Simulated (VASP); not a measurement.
# Si2W (I4/mmm) in VASP: a series of runs

Si2W is run at these levels: LDA, PBEsol, RPBE, BLYP; tasks: single point.

All numbers are computed with VASP 6.6.1; they aren't measurements. Logs are shortened: lines on timing, memory, paths and dates and some standing lists are left out, and cuts for length are marked.

### 1 The cell of the first run

Symmetry: I4/mmm, No. 139, tetragonal system. Conventional cell: a = 3.214 Å, b = 3.214 Å, c = 7.830 Å, α = 90.00°, β = 90.00°, γ = 90.00°. Within 3.4 Å of W (site symmetry 4/mmm) lie 10 Si at 2.62 Å and 4 W at 3.21 Å. Si (site symmetry 4mm) has 9 Si at 2.59 to 3.21 Å and 5 W at 2.62 Å within 3.4 Å.

### 2 Single point, LDA

Input file INCAR:

```
SYSTEM = Si2W
ALGO     = Normal         ! electronic algorithm
EDIFF    = 1E-7           ! SCF threshold, eV
ENCUT    = 520            ! plane-wave cutoff, eV
ISIF     = 2              ! what is computed and relaxed
ISMEAR   = -1             ! smearing method
LASPH    = .True.         ! aspherical terms in the spheres
LCHARG   = .False.        ! write CHGCAR
LREAL    = .False.        ! projectors in reciprocal space
LWAVE    = .False.        ! write WAVECAR
NBANDS   = 18             ! bands
NELM     = 100            ! most SCF steps
PREC     = Accurate       ! precision mode
SIGMA    = 0.05           ! smearing width, eV
```

Input file KPOINTS:

```
k-points
0
Gamma
  7 7 7
  0 0 0
```

Input file POSCAR:

```
Si2W
1.0
   -1.6069000000      1.6069000000      3.9149500000
    1.6069000000     -1.6069000000      3.9149500000
    1.6069000000      1.6069000000     -3.9149500000
W Si
1 2
Direct
    0.0000000000      0.0000000000      0.0000000000
    0.6653000000      0.6653000000      0.0000000000
    0.3347000000      0.3347000000      0.0000000000
```

Potentials or basis: VASP PAW LDA potentials, release 64 (W_sv, Si).

Started as:

```
cat potpaw_LDA.64/W_sv/POTCAR potpaw_LDA.64/Si/POTCAR > POTCAR
mpirun -np 1 vasp_std > vasp.out
```

OUTCAR:

```text
SYSTEM = Si2W
   EDIFF = 1E-7
   ENCUT = 520
   ISIF = 2
   ISMEAR = -1
   LASPH = .True.
   LREAL = .False.
   NELM = 100
   PREC = Accurate

 ion  position               nearest neighbor table
   1  0.000  0.000  0.000-   2 2.62   2 2.62   2 2.62   3 2.62   2 2.62   3 2.62   3 2.62   3 2.62
                             2 2.62   3 2.62
   2  0.665  0.665  0.000-   3 2.59   1 2.62   1 2.62   1 2.62   1 2.62   1 2.62   3 2.63   3 2.63
                             3 2.63   3 2.63
   3  0.335  0.335  0.000-   2 2.59   1 2.62   1 2.62   1 2.62   1 2.62   1 2.62   2 2.63   2 2.63
                             2 2.63   2 2.63

  LATTYP: Found a body centered tetragonal cell.
 ALAT       =     3.2138000000
 C/A-ratio  =     2.4363370465

  Lattice vectors:

 A1 = (  -1.6069000000,   1.6069000000,   3.9149500000)
 A2 = (   1.6069000000,  -1.6069000000,   3.9149500000)
 A3 = (   1.6069000000,   1.6069000000,  -3.9149500000)

Analysis of symmetry for initial positions (statically):
=====================================================================
 Subroutine PRICEL returns:
 Original cell was already a primitive cell.

 Routine SETGRP: Setting up the symmetry group for a
 body centered tetragonal supercell.

 Subroutine GETGRP returns: Found 16 space group operations
 (whereof 16 operations were pure point group operations)
 out of a pool of 16 trial point group operations.

The static configuration has the point symmetry D_4h.

Analysis of symmetry for dynamics (positions and initial velocities):
=====================================================================
 Subroutine PRICEL returns:
 Original cell was already a primitive cell.

 Routine SETGRP: Setting up the symmetry group for a
 body centered tetragonal supercell.

 Subroutine GETGRP returns: Found 16 space group operations
 (whereof 16 operations were pure point group operations)
 out of a pool of 16 trial point group operations.

The dynamic configuration has the point symmetry D_4h.

 Subroutine INISYM returns: Found 16 space group operations
 (whereof 16 operations are pure point group operations),
 and found     1 'primitive' translations

----------------------------------------------------------------------------------------

                                     Primitive cell

  volume of cell :      40.4356

  direct lattice vectors                    reciprocal lattice vectors
    -1.606900000  1.606900000  3.914950000     0.000000000  0.311158131  0.127715552
     1.606900000 -1.606900000  3.914950000     0.311158131  0.000000000  0.127715552
     1.606900000  1.606900000 -3.914950000     0.311158131  0.311158131  0.000000000

  length of vectors
     4.526708376  4.526708376  4.526708376     0.336348992  0.336348992  0.440044048

  position of ions in fractional coordinates (direct lattice)
     0.000000000  0.000000000  0.000000000
     0.665300000  0.665300000  0.000000000
     0.334700000  0.334700000  0.000000000

  ion indices of the primitive-cell ions
   primitive index   ion index
                 1           1
                 2           2
                 3           3

----------------------------------------------------------------------------------------

 KPOINTS: k-points

Automatic generation of k-mesh.
 Grid dimensions read from file:
 generate k-points for:    7    7    7

 Generating k-lattice:

  Cartesian coordinates                     Fractional coordinates (reciprocal lattice)
     0.000000000  0.044451162  0.018245079     0.142857143  0.000000000  0.000000000
     0.044451162  0.000000000  0.018245079     0.000000000  0.142857143  0.000000000
     0.044451162  0.044451162  0.000000000     0.000000000  0.000000000  0.142857143

  Length of vectors
     0.048049856  0.048049856  0.062863435

  Shift w.r.t. Gamma in fractional coordinates (k-lattice)
     0.000000000  0.000000000  0.000000000

 Subroutine IBZKPT returns following result:
 ===========================================

 Found     40 irreducible k-points:

 Following reciprocal coordinates:
            Coordinates               Weight
  0.000000  0.000000  0.000000      1.000000
  0.142857 -0.000000  0.000000      8.000000
  0.285714 -0.000000  0.000000      8.000000
  0.428571  0.000000  0.000000      8.000000
  0.142857  0.142857  0.000000      8.000000
  0.285714  0.142857  0.000000     16.000000
[... 16 lines left out ...]
 -0.142857  0.285714  0.142857      8.000000
 -0.428571  0.428571  0.142857      8.000000
 [... further k-points ...]
   k-points           NKPTS =     40   k-points in BZ     NKDIM =     40   number of bands    NBANDS=     18
   number of dos      NEDOS =    301   number of ions     NIONS =      3
   total plane-waves  NPLWV =  46656
   dimension x,y,z NGX =    36 NGY =   36 NGZ =   36
   dimension x,y,z NGXF=    72 NGYF=   72 NGZF=   72
   ions per type =               1   2
   NGX,Y,Z   is equivalent  to a cutoff of  13.22, 13.22, 13.22 a.u.
   NGXF,Y,Z  is equivalent  to a cutoff of  26.44, 26.44, 26.44 a.u.
 SYSTEM =  Si2W
   PREC   = accura    normal or accurate (medium, high low for compatibility)
   ISTART =      0    job   : 0-new  1-cont  2-samecut
   ICHARG =      2    charge: 1-file 2-atom 10-const
   ISPIN  =      1    spin polarized calculation?
   LNONCOLLINEAR =      F non collinear calculations
   LSORBIT =      F    spin-orbit coupling
   LASPH  =      T    aspherical Exc in radial PAW
   ENCUT  =  520.0 eV  38.22 Ry    6.18 a.u.   8.42  8.42  8.42*2*pi/ulx,y,z
   NELM   =    100;   NELMIN=  2; NELMDL= -5     # of ELM steps
   EDIFF  = 0.1E-06   stopping-criterion for ELM
   LREAL  =      F    real-space projection
   EDIFFG = 0.1E-05   stopping-criterion for IOM
   NSW    =      0    number of steps for IOM
   IBRION =     -1    ionic relax: 0-MD 1-quasi-New 2-CG
   NFREE  =      0    steps in history (QN), initial steepest desc. (CG)
   ISIF   =      2    stress and relaxation
   ISYM   =      2    0-nonsym 1-usesym 2-fastsym
   POTIM  = 0.5000    time-step for ionic-motion
   TEBEG  =    0.0;   TEEND  =   0.0 temperature during run
   PSTRESS=    0.0 pullay stress
   NELECT =      22.0000    total number of electrons
   NUPDOWN=      -1.0000    fix difference up-down
   EMIN   =  10.00;   EMAX   =-10.00  energy-range for DOS
   EFERMI =   0.00;   METHOD = LEGACY
   ISMEAR =    -1;   SIGMA  =   0.05  broadening in eV -4-tet -1-fermi 0-gaus
   EFERMI_NEDOS =   21; number of points for ismear=-14 and -15
   IALGO  =     38    algorithm
   IMIX   =      4    mixing-type and parameters
     AMIX     =   0.40;   BMIX     =  1.00
     AMIX_MAG =   1.60;   BMIX_MAG =  1.00
  volume/ion in A,a.u.               =      13.48        90.96
  Fermi-wavevector in a.u.,A,eV,Ry     =   1.336476  2.525573 24.302284  1.786167
  Thomas-Fermi vector in A             =   2.465099
   LORBIT       =      0    0 simple, 1 ext, 2 COOP (PROOUT), +10 PAW based schemes
   GGA     = CA    functional components
   LHFCALC =     F    Hartree Fock is set to
   AEXX    =    0.0000 exact exchange contribution
   IVDW    =     0    specifies the selected vdW correction
   LEPSILON=     F    determine dielectric tensor
   LRPA    =     F    only Hartree local field effects (RPA)
 non-spin polarized calculation
  energy-cutoff  :      520.00
  volume of cell :       40.44
 maximum number of plane-waves:      1110
 NGX is ok and might be reduce to    36
   NGX = 17   NGY = 17   NGZ = 17

 number of electron      21.9999999 magnetization

 Free energy of the ion-electron system (eV)
  ---------------------------------------------------
  ext. energy  EPLUGINS =         0.00000000
  ---------------------------------------------------
  free energy    TOTEN  =       -27.34459231 eV

  energy without entropy =      -27.34230064  energy(sigma->0) =      -27.34344647

 E-fermi :  11.8181     XC(G=0): -12.6462

 val. band max:       11.5916577965   @ k =  -0.2857   0.4286   0.2857
 cond. band min:      11.8459461059   @ k =  -0.4286  -0.4286   0.4286
 fundamental gap:      0.2542883094
 Fermi energy:        11.8180805898

 k-point     1 :       0.0000    0.0000    0.0000
  band No.  band energies     occupation
      1     -61.5149      2.00000
      2     -26.0424      2.00000
      3     -26.0106      2.00000
      4     -26.0106      2.00000
      5      -2.1091      2.00000
      6       5.0730      2.00000
[... 10 lines left out ...]
     17      17.5497      0.00000
     18      17.5497      0.00000

 k-point     2 :       0.1429   -0.0000    0.0000
  band No.  band energies     occupation
      1     -61.5134      2.00000
      2     -26.0531      2.00000
      3     -26.0392      2.00000
      4     -26.0068      2.00000
      5      -1.7226      2.00000
      6       5.0790      2.00000
[... 10 lines left out ...]
     17      17.7279      0.00000
     18      18.7540      0.00000

 k-point     3 :       0.2857   -0.0000    0.0000
  band No.  band energies     occupation
      1     -61.5101      2.00000
      2     -26.1471      2.00000
      3     -26.0321      2.00000
      4     -25.9982      2.00000
      5      -0.6199      2.00000
      6       4.5347      2.00000
[... 10 lines left out ...]
     17      19.0876      0.00000
     18      20.6992      0.00000

 k-point     4 :       0.4286    0.0000    0.0000
  band No.  band energies     occupation
      1     -61.5074      2.00000
      2     -26.2213      2.00000
      3     -26.0263      2.00000
      4     -25.9912      2.00000
      5       1.0317      2.00000
      6       2.9434      2.00000
[... 375 lines left out ...]
      4     -26.0207      2.00000
      5       0.8856      2.00000
      6       3.6793      2.00000
[... 10 lines left out ...]
     17      19.2024      0.00000
     18      19.2100      0.00000

 k-point    23 :      -0.1429    0.2857    0.1429
  band No.  band energies     occupation
      1     -61.5074      2.00000
      2     -26.2212      2.00000
      3     -26.0250      2.00000
      4     -25.9911      2.00000
      5       0.7011      2.00000
      6       3.3514      2.00000
[... 10 lines left out ...]
     17      18.5543      0.00000
     18      20.0683      0.00000

 k-point    24 :      -0.4286    0.4286    0.1429
  band No.  band energies     occupation
      1     -61.5027      2.00000
      2     -26.2024      2.00000
      3     -26.1211      2.00000
      4     -26.0139      2.00000
      5       2.6100      2.00000
      6       2.9504      2.00000
[... 10 lines left out ...]
     17      19.4277      0.00000
     18      20.5720      0.00000

 [... further k-points ...]
[... 5 lines left out ...]
  --------------------------------------------------------------------------------------
  -------------------------------------------------------------------------------------
  Total       -1.2378406     -1.2378406     -1.3368541      0.0000000      0.0000000      0.0000000
  in kB      -49.0468798    -49.0468798    -52.9700860      0.0000000      0.0000000      0.0000000
  external PRESSURE =     -50.3546152 kB  Pullay stress =       0.0000000 kB

 VOLUME and BASIS-vectors are now :
 -----------------------------------------------------------------------------
  energy-cutoff  :      520.00
  volume of cell :       40.44
      direct lattice vectors                 reciprocal lattice vectors
    -1.606900000  1.606900000  3.914950000     0.000000000  0.311158131  0.127715552
     1.606900000 -1.606900000  3.914950000     0.311158131  0.000000000  0.127715552
     1.606900000  1.606900000 -3.914950000     0.311158131  0.311158131  0.000000000

 POSITION                                       TOTAL-FORCE (eV/Angst)
 -----------------------------------------------------------------------------------
      0.00000      0.00000      0.00000         0.000000      0.000000     -0.000000
      0.00000      0.00000      5.20923        -0.000000     -0.000000     -0.075413
      0.00000      0.00000      2.62067        -0.000000     -0.000000      0.075413
 -----------------------------------------------------------------------------------
    total drift:                               -0.000000     -0.000000      0.000000

  FREE ENERGIE OF THE ION-ELECTRON SYSTEM (eV)
  ---------------------------------------------------
  free  energy   TOTEN  =       -27.3445923105 eV

  energy  without entropy=      -27.3423006367  energy(sigma->0) =      -27.34344647
```

It took 32 s on 1 thread of Intel Xeon 8259CL, shared host; peak memory 0.19 GiB.

Results:

```
Free energy            : -27.3446 eV
Pressure               : -5.0 GPa
Largest force          : 0.075 eV/Å
Band gap on the k mesh : zero (band 11 reaches 12.59 eV, above the bottom of band 12 at 11.54 eV)
```

Forces in eV/Å, atoms in the order of the input:
```
W    0.000  0.000  0.000
Si   0.000  0.000 -0.075
Si   0.000  0.000  0.075
```

Stress tensor (GPa, compression positive):
```
-4.90  0.00  0.00
 0.00 -4.90  0.00
 0.00  0.00 -5.30
```

Caveat: the k points lie up to 0.39 Å⁻¹ apart; spin-orbit coupling is left out, which moves the levels of the heavy elements.

### 3 Single point, PBEsol

Input file INCAR:

```
  PREC = Accurate
  ENCUT = 520
  EDIFF = 1E-6
  ISMEAR = -1
  SIGMA = 0.05
  LREAL = False
  LASPH = True
  NELM = 80
  ALGO = Normal
  ISIF = 2
  LWAVE = False
  LCHARG = False
  GGA = PS
  NBANDS = 18
```

Input file KPOINTS:

```
regular mesh
0
Gamma
  7 7 7
```

POSCAR is that of step 2.

Potentials or basis: VASP PAW PBE potentials, release 64 (W_sv, Si).

Started as:

```
cat potpaw_PBE.64/W_sv/POTCAR potpaw_PBE.64/Si/POTCAR > POTCAR
mpirun -np 1 vasp_std > vasp.out
```

Wall time 31 s (1 thread of Intel Xeon 8259CL, shared host); peak memory 0.22 GiB.

It converged, with:

| Property | Result |
| --- | --- |
| Free energy | -26.6403 eV |
| Pressure | -1.7 GPa |
| Largest force | 0.010 eV/Å |
| Band gap on the k mesh | zero (band 11 reaches 12.58 eV, above the bottom of band 12 at 11.52 eV) |

Forces in eV/Å, atoms in the order of the input:
```
W    0.000  0.000  0.000
Si   0.000  0.000 -0.010
Si   0.000  0.000  0.010
```

Stress tensor (GPa, compression positive):
```
-1.73  0.00  0.00
 0.00 -1.73  0.00
 0.00  0.00 -1.59
```

Levels at points of the mesh, in eV from the Fermi level:
```
           k point  band 8  band 9  band 10  band 11  band 12  band 13  band 14  band 15
(0.00, 0.00, 0.00)   -3.28   -2.77    -2.77     0.68     2.83     2.97     3.15     3.15
```

Caveat: the k points lie up to 0.39 Å⁻¹ apart; the PAW data sets were made with another functional, which shifts forces and pressure a little; spin-orbit coupling is left out, which moves the levels of the heavy elements.

[end of part 1 of 2]
